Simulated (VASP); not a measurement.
Wanted: the native input for a VASP 6.6.1 run.

* Task: single point
* Functional: revPBE
* Dispersion: D3(BJ)
* Potentials or basis: VASP PAW PBE potentials, release 64 (Pb_d, S)
* Cutoff: 520 eV
* k mesh: 8 × 8 × 8
* Occupations: fermi-dirac, width 0.05 eV
* Spin: no spin polarisation
* Dipole correction: no
* Further INCAR settings: ALGO = Normal; EDIFF = 1e-06; NBANDS = 17

The structure of PbS (Galena) lies in POSCAR:

```
PbS
1.0
    0.0000000000      2.9853913009      2.9853913009
    2.9853913009      0.0000000000      2.9853913009
    2.9853913009      2.9853913009      0.0000000000
Pb S
1 1
Direct
    0.0000000000      0.0000000000      0.0000000000
    0.5000000000      0.5000000000      0.5000000000
```

These files were run (other wordings do the same):

INCAR

```
  PREC = Accurate
  ENCUT = 520
  EDIFF = 1E-6
  ISMEAR = -1
  SIGMA = 0.05
  LREAL = False
  LASPH = True
  NELM = 80
  ALGO = Normal
  ISIF = 2
  LWAVE = False
  LCHARG = True
  GGA = RE
  IVDW = 12
  LELF = True
  LVHAR = True
  NBANDS = 17
```

KPOINTS

```
Automatic mesh
0
Gamma
  8 8 8
```

Potentials or basis: VASP PAW PBE potentials, release 64 (Pb_d, S).

Command:

```console
$ cat potpaw_PBE.64/Pb_d/POTCAR potpaw_PBE.64/S/POTCAR > POTCAR
$ mpirun -np 1 vasp_std > vasp.out
```

It gave:

```
Pressure                   : -1.5 GPa
Band gap on the k mesh     : 0.51 eV, direct
Dispersion energy per atom : -0.635 eV
```

Caveat: the PAW data sets were made with another functional, which shifts forces and pressure a little; spin-orbit coupling is left out, which moves the levels of the heavy elements.

Run time: 22 s on 1 thread of Intel(R) Xeon(R) Platinum 8488C (Sapphire Rapids), with other jobs on the host, peak memory 0.19 GiB.
